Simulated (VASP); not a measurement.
# SiBiS (P4/mmm) in VASP: a series of runs

Runs on SiBiS. Level: PBE. Tasks: single point, relaxation of cell and atoms.

Program: VASP 6.6.1. These are calculated values, not measurements. Logs are shortened: lines on timing, memory, paths and dates and some standing lists are left out, and cuts for length are marked.

### Step 1. The cell of the first run

Symmetry: P4/mmm, No. 123, tetragonal system. The conventional cell has a = 3.386 Å, b = 3.386 Å, c = 5.920 Å, α = 90.00°, β = 90.00°, γ = 90.00°. Si (site symmetry 4/mmm) has 4 S at 2.39 Å and 2 Bi at 2.96 Å within 3.2 Å. Bi (site symmetry 4/mmm) has 2 Si at 2.96 Å and 4 Bi at 3.39 Å and 8 S at 3.81 Å within 3.9 Å. S (site symmetry 4/mmm) has 4 Si at 2.39 Å within 3.2 Å.

The cell was generated, and may not be a known phase.

### Step 2. Single point, PBE

INCAR reads:

```
SYSTEM = SiBiS
PREC     = Accurate       ! precision mode
ENCUT    = 520            ! plane-wave cutoff, eV
EDIFF    = 1E-6           ! SCF threshold, eV
ISMEAR   = 0              ! smearing method
SIGMA    = 0.1            ! smearing width, eV
LREAL    = .False.        ! projectors in reciprocal space
LASPH    = .True.         ! aspherical terms in the spheres
NELM     = 100            ! most SCF steps
ALGO     = Normal         ! electronic algorithm
ISIF     = 2              ! what is computed and relaxed
LWAVE    = .False.        ! write WAVECAR
LCHARG   = .False.        ! write CHGCAR
GGA      = PE             ! functional
NBANDS   = 20             ! bands
```

KPOINTS reads:

```
regular mesh
0
Gamma
  6 6 4
  0 0 0
```

POSCAR reads:

```
SiBiS
1.0
    3.3859234669      0.0000000000      0.0000000000
    0.0000000000      3.3859234669      0.0000000000
    0.0000000000      0.0000000000      5.9196150868
Si Bi S
1 1 1
Direct
    0.0000000000      0.0000000000      0.0000000000
    0.0000000000      0.0000000000      0.5000000000
    0.5000000000      0.5000000000      0.0000000000
```

Potentials or basis: VASP PAW PBE potentials, release 64 (Si, Bi_d, S).

The run is started by

```bash
cat potpaw_PBE.64/Si/POTCAR potpaw_PBE.64/Bi_d/POTCAR potpaw_PBE.64/S/POTCAR > POTCAR
mpirun -np 1 vasp_std > vasp.out
```

OUTCAR:

```text
SYSTEM = SiBiS
   PREC = Accurate
   ENCUT = 520
   EDIFF = 1E-6
   ISMEAR = 0
   LREAL = .False.
   LASPH = .True.
   NELM = 100
   ISIF = 2
   GGA = PE

 ion  position               nearest neighbor table
   1  0.000  0.000  0.000-   3 2.39   3 2.39   3 2.39   3 2.39   2 2.96   2 2.96
   2  0.000  0.000  0.500-   1 2.96   1 2.96
   3  0.500  0.500  0.000-   1 2.39   1 2.39   1 2.39   1 2.39

  LATTYP: Found a simple tetragonal cell.
 ALAT       =     3.3859234669
 C/A-ratio  =     1.7483015032

  Lattice vectors:

 A1 = (   3.3859234669,   0.0000000000,   0.0000000000)
 A2 = (   0.0000000000,   3.3859234669,   0.0000000000)
 A3 = (   0.0000000000,   0.0000000000,   5.9196150868)

Analysis of symmetry for initial positions (statically):
=====================================================================
 Subroutine PRICEL returns:
 Original cell was already a primitive cell.

 Routine SETGRP: Setting up the symmetry group for a
 simple tetragonal supercell.

 Subroutine GETGRP returns: Found 16 space group operations
 (whereof 16 operations were pure point group operations)
 out of a pool of 16 trial point group operations.

The static configuration has the point symmetry D_4h.

Analysis of symmetry for dynamics (positions and initial velocities):
=====================================================================
 Subroutine PRICEL returns:
 Original cell was already a primitive cell.

 Routine SETGRP: Setting up the symmetry group for a
 simple tetragonal supercell.

 Subroutine GETGRP returns: Found 16 space group operations
 (whereof 16 operations were pure point group operations)
 out of a pool of 16 trial point group operations.

The dynamic configuration has the point symmetry D_4h.

 Subroutine INISYM returns: Found 16 space group operations
 (whereof 16 operations are pure point group operations),
 and found     1 'primitive' translations

----------------------------------------------------------------------------------------

                                     Primitive cell

  volume of cell :      67.8653

  direct lattice vectors                    reciprocal lattice vectors
     3.385923467  0.000000000  0.000000000     0.295340403  0.000000000  0.000000000
     0.000000000  3.385923467  0.000000000     0.000000000  0.295340403  0.000000000
     0.000000000  0.000000000  5.919615087     0.000000000  0.000000000  0.168929903

  length of vectors
     3.385923467  3.385923467  5.919615087     0.295340403  0.295340403  0.168929903

  position of ions in fractional coordinates (direct lattice)
     0.000000000  0.000000000  0.000000000
     0.000000000  0.000000000  0.500000000
     0.500000000  0.500000000  0.000000000

  ion indices of the primitive-cell ions
   primitive index   ion index
                 1           1
                 2           2
                 3           3

----------------------------------------------------------------------------------------

 KPOINTS: regular mesh

Automatic generation of k-mesh.
 Grid dimensions read from file:
 generate k-points for:    6    6    4

 Generating k-lattice:

  Cartesian coordinates                     Fractional coordinates (reciprocal lattice)
     0.049223400  0.000000000  0.000000000     0.166666667  0.000000000  0.000000000
     0.000000000  0.049223400  0.000000000     0.000000000  0.166666667  0.000000000
     0.000000000  0.000000000  0.042232476     0.000000000  0.000000000  0.250000000

  Length of vectors
     0.049223400  0.049223400  0.042232476

  Shift w.r.t. Gamma in fractional coordinates (k-lattice)
     0.000000000  0.000000000  0.000000000

 Subroutine IBZKPT returns following result:
 ===========================================

 Found     30 irreducible k-points:

 Following reciprocal coordinates:
            Coordinates               Weight
  0.000000  0.000000  0.000000      1.000000
  0.166667  0.000000  0.000000      4.000000
  0.333333  0.000000  0.000000      4.000000
  0.500000  0.000000  0.000000      2.000000
  0.166667  0.166667  0.000000      4.000000
  0.333333  0.166667  0.000000      8.000000
[... 16 lines left out ...]
  0.333333  0.000000  0.500000      4.000000
  0.500000  0.000000  0.500000      2.000000
 [... further k-points ...]
   k-points           NKPTS =     30   k-points in BZ     NKDIM =     30   number of bands    NBANDS=     20
   number of dos      NEDOS =    301   number of ions     NIONS =      3
   total plane-waves  NPLWV =  37632
   dimension x,y,z NGX =    28 NGY =   28 NGZ =   48
   dimension x,y,z NGXF=    56 NGYF=   56 NGZF=   96
   ions per type =               1   1   1
   NGX,Y,Z   is equivalent  to a cutoff of  13.75, 13.75, 13.48 a.u.
   NGXF,Y,Z  is equivalent  to a cutoff of  27.50, 27.50, 26.96 a.u.
 SYSTEM =  SiBiS
   PREC   = accura    normal or accurate (medium, high low for compatibility)
   ISTART =      0    job   : 0-new  1-cont  2-samecut
   ICHARG =      2    charge: 1-file 2-atom 10-const
   ISPIN  =      1    spin polarized calculation?
   LNONCOLLINEAR =      F non collinear calculations
   LSORBIT =      F    spin-orbit coupling
   LASPH  =      T    aspherical Exc in radial PAW
   ENCUT  =  520.0 eV  38.22 Ry    6.18 a.u.   6.30  6.30 11.01*2*pi/ulx,y,z
   NELM   =    100;   NELMIN=  2; NELMDL= -5     # of ELM steps
   EDIFF  = 0.1E-05   stopping-criterion for ELM
   LREAL  =      F    real-space projection
   EDIFFG = 0.1E-04   stopping-criterion for IOM
   NSW    =      0    number of steps for IOM
   IBRION =     -1    ionic relax: 0-MD 1-quasi-New 2-CG
   NFREE  =      0    steps in history (QN), initial steepest desc. (CG)
   ISIF   =      2    stress and relaxation
   ISYM   =      2    0-nonsym 1-usesym 2-fastsym
   POTIM  = 0.5000    time-step for ionic-motion
   TEBEG  =    0.0;   TEEND  =   0.0 temperature during run
   PSTRESS=    0.0 pullay stress
   NELECT =      25.0000    total number of electrons
   NUPDOWN=      -1.0000    fix difference up-down
   EMIN   =  10.00;   EMAX   =-10.00  energy-range for DOS
   EFERMI =   0.00;   METHOD = LEGACY
   ISMEAR =     0;   SIGMA  =   0.10  broadening in eV -4-tet -1-fermi 0-gaus
   EFERMI_NEDOS =   21; number of points for ismear=-14 and -15
   IALGO  =     38    algorithm
   IMIX   =      4    mixing-type and parameters
     AMIX     =   0.40;   BMIX     =  1.00
     AMIX_MAG =   1.60;   BMIX_MAG =  1.00
  volume/ion in A,a.u.               =      22.62       152.66
  Fermi-wavevector in a.u.,A,eV,Ry     =   1.173561  2.217708 18.738554  1.377245
  Thomas-Fermi vector in A             =   2.309972
   LORBIT       =      0    0 simple, 1 ext, 2 COOP (PROOUT), +10 PAW based schemes
   GGA     = PE    functional components
   LHFCALC =     F    Hartree Fock is set to
   AEXX    =    0.0000 exact exchange contribution
   IVDW    =     0    specifies the selected vdW correction
   LEPSILON=     F    determine dielectric tensor
   LRPA    =     F    only Hartree local field effects (RPA)
 non-spin polarized calculation
 Gauss-broadening in eV      SIGMA  =   0.10
  energy-cutoff  :      520.00
  volume of cell :       67.87
 maximum number of plane-waves:      1852
 NGX is ok and might be reduce to    28
   NGX = 13   NGY = 13   NGZ = 23

 number of electron      24.9999999 magnetization

 Free energy of the ion-electron system (eV)
  ---------------------------------------------------
  ext. energy  EPLUGINS =         0.00000000
  ---------------------------------------------------
  free energy    TOTEN  =       -13.25636038 eV

  energy without entropy =      -13.24889143  energy(sigma->0) =      -13.25262591

 E-fermi :   7.0078     XC(G=0): -10.0910

 val. band max:        6.9483147190   @ k =   0.3333   0.1667   0.2500
 cond. band min:       7.1109098267   @ k =   0.0000   0.0000   0.2500
 fundamental gap:      0.1625951077
 Fermi energy:         7.0077902206

 k-point     1 :       0.0000    0.0000    0.0000
  band No.  band energies     occupation
      1     -15.6071      2.00000
      2     -15.5196      2.00000
      3     -15.4203      2.00000
      4     -15.4203      2.00000
      5     -15.3979      2.00000
      6      -8.5318      2.00000
[... 12 lines left out ...]
     19      14.8473      0.00000
     20      14.8794      0.00000

 k-point     2 :       0.1667    0.0000    0.0000
  band No.  band energies     occupation
      1     -15.5775      2.00000
      2     -15.4996      2.00000
      3     -15.4361      2.00000
      4     -15.4190      2.00000
      5     -15.4116      2.00000
      6      -8.2583      2.00000
[... 12 lines left out ...]
     19      14.5307      0.00000
     20      14.6707      0.00000

 k-point     3 :       0.3333    0.0000    0.0000
  band No.  band energies     occupation
      1     -15.5507      2.00000
      2     -15.4676      2.00000
      3     -15.4388      2.00000
      4     -15.4268      2.00000
      5     -15.4165      2.00000
      6      -7.5361      2.00000
[... 12 lines left out ...]
     19      14.9323      0.00000
     20      15.5380      0.00000

 k-point     4 :       0.5000    0.0000    0.0000
  band No.  band energies     occupation
      1     -15.5449      2.00000
      2     -15.4833      2.00000
      3     -15.4524      2.00000
      4     -15.4152      2.00000
      5     -15.3828      2.00000
      6      -6.9794      2.00000
[... 12 lines left out ...]
     19      16.5608      0.00000
     20      17.0191      0.00000

 k-point     5 :       0.1667    0.1667    0.0000
  band No.  band energies     occupation
      1     -15.5357      2.00000
      2     -15.4915      2.00000
      3     -15.4352      2.00000
      4     -15.4342      2.00000
      5     -15.4261      2.00000
      6      -7.9914      2.00000
[... 12 lines left out ...]
     19      14.8161      0.00000
     20      15.3774      0.00000
[... 353 lines left out ...]
      6      -8.4491      2.00000
[... 12 lines left out ...]
     19      15.1519      0.00000
     20      15.4791      0.00000

 k-point    22 :       0.1667    0.0000    0.5000
  band No.  band energies     occupation
      1     -15.5773      2.00000
      2     -15.4974      2.00000
      3     -15.4364      2.00000
      4     -15.4191      2.00000
      5     -15.4116      2.00000
      6      -8.1814      2.00000
[... 12 lines left out ...]
     19      14.7447      0.00000
     20      16.4737      0.00000

 k-point    23 :       0.3333    0.0000    0.5000
  band No.  band energies     occupation
      1     -15.5501      2.00000
      2     -15.4682      2.00000
      3     -15.4388      2.00000
      4     -15.4254      2.00000
      5     -15.4165      2.00000
      6      -7.4829      2.00000
[... 12 lines left out ...]
     19      14.9656      0.00000
     20      15.2470      0.00000

 k-point    24 :       0.5000    0.0000    0.5000
  band No.  band energies     occupation
      1     -15.5441      2.00000
      2     -15.4839      2.00000
      3     -15.4523      2.00000
      4     -15.4152      2.00000
      5     -15.3816      2.00000
      6      -6.9619      2.00000
[... 12 lines left out ...]
     19      16.2275      0.00000
     20      16.2311      0.00000

 [... further k-points ...]

------------------------ aborting loop because EDIFF is reached ----------------------------------------

  FORCE on cell =-STRESS in cart. coord.  units (eV):
  Direction    XX          YY          ZZ          XY          YZ          ZX
  --------------------------------------------------------------------------------------
  -------------------------------------------------------------------------------------
  Total       -0.0682788     -0.0682788     -0.0198970      0.0000000      0.0000000      0.0000000
  in kB       -1.6119401     -1.6119401     -0.4697328      0.0000000      0.0000000      0.0000000
  external PRESSURE =      -1.2312043 kB  Pullay stress =       0.0000000 kB

 VOLUME and BASIS-vectors are now :
 -----------------------------------------------------------------------------
  energy-cutoff  :      520.00
  volume of cell :       67.87
      direct lattice vectors                 reciprocal lattice vectors
     3.385923467  0.000000000  0.000000000     0.295340403  0.000000000  0.000000000
     0.000000000  3.385923467  0.000000000     0.000000000  0.295340403  0.000000000
     0.000000000  0.000000000  5.919615087     0.000000000  0.000000000  0.168929903

 POSITION                                       TOTAL-FORCE (eV/Angst)
 -----------------------------------------------------------------------------------
      0.00000      0.00000      0.00000         0.000000      0.000000      0.000000
      0.00000      0.00000      2.95981         0.000000      0.000000      0.000000
      1.69296      1.69296      0.00000         0.000000      0.000000      0.000000
 -----------------------------------------------------------------------------------
    total drift:                               -0.000000      0.000000      0.000000

  FREE ENERGIE OF THE ION-ELECTRON SYSTEM (eV)
  ---------------------------------------------------
  free  energy   TOTEN  =       -13.2563603808 eV

  energy  without entropy=      -13.2488914300  energy(sigma->0) =      -13.25262591
```

It took 57 s on 1 thread of Intel Xeon 8259CL, shared host; peak memory 0.21 GiB.

Results:

| Item | Value |
| --- | --- |
| Free energy | -13.2564 eV |
| Pressure | -0.1 GPa |
| Band gap on the k mesh | zero (an odd number of electrons rules out a gap without spin polarisation) |

Stress tensor (GPa, compression positive):
```
-0.16  0.00  0.00
 0.00 -0.16  0.00
 0.00  0.00 -0.05
```

Levels at points of the mesh, in eV from the Fermi level:
| k point | band 8 | band 9 | band 10 | band 11 | band 12 | band 13 | band 14 | band 15 | band 16 | band 17 |
| --- | --- | --- | --- | --- | --- | --- | --- | --- | --- | --- |
| (0.00, 0.00, 0.00) | -6.16 | -4.12 | -4.12 | -3.25 | 0.40 | 2.59 | 3.71 | 3.71 | 5.46 | 6.48 |
| (0.50, 0.00, 0.00) | -8.79 | -3.42 | -3.35 | -3.35 | -2.74 | 1.08 | 1.74 | 1.90 | 5.52 | 6.21 |
| (0.50, 0.50, 0.00) | -7.42 | -7.42 | -5.65 | -2.30 | -1.96 | -1.64 | -1.64 | 3.26 | 3.26 | 4.02 |
| (0.00, 0.00, 0.50) | -4.38 | -4.08 | -4.08 | -4.04 | -0.28 | 2.61 | 2.89 | 3.26 | 3.26 | 7.64 |
| (0.50, 0.00, 0.50) | -10.12 | -4.69 | -2.74 | -1.33 | -0.59 | 0.25 | 1.23 | 1.61 | 3.37 | 4.90 |
| (0.50, 0.50, 0.50) | -7.35 | -7.35 | -6.90 | -2.40 | -2.15 | -2.15 | 1.88 | 2.33 | 5.21 | 5.30 |

Caveat: spin-orbit coupling is left out, which moves the levels of the heavy elements.

(Continued in part 2 of 2.)

The gap in the log of VASP goes by the Fermi energy; the results here count the filled bands.